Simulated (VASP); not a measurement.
A run of VASP 6.6.1 is set up as follows.

Contents of INCAR:

```
  ALGO = Fast
  EDIFF = 1E-6
  ENCUT = 520
  GGA = PS
  ISIF = 2
  ISMEAR = 0
  IVDW = 12
  LASPH = True
  LCHARG = False
  LREAL = False
  LWAVE = False
  NBANDS = 13
  NELM = 100
  PREC = Accurate
  SIGMA = 0.15
```

Contents of KPOINTS:

```
k-points
0
Gamma
  22 22 22
```

The input POSCAR:

```
Sn
1.0
   -1.7265390000      1.7755470000      2.3383420000
    1.7265390000     -1.7755470000      2.3383420000
    1.7265390000      1.7755470000     -2.3383420000
Sn
1
Direct
    0.0000000000      0.0000000000      0.0000000000
```

Potentials or basis: VASP PAW PBE potentials, release 64 (Sn_d).

Command:

```bash
$ cat potpaw_PBE.64/Sn_d/POTCAR > POTCAR
$ mpirun -np 1 vasp_std > vasp.out
```

(1) Estimate the pressure.

(2) What does it give for the dispersion energy per atom?

## Answers

(1) -5.8 GPa.

(2) -0.368 eV.

Caveat: the PAW data sets were made with another functional, which shifts forces and pressure a little; pairwise dispersion overbinds metals, which lowers pressure and volume.
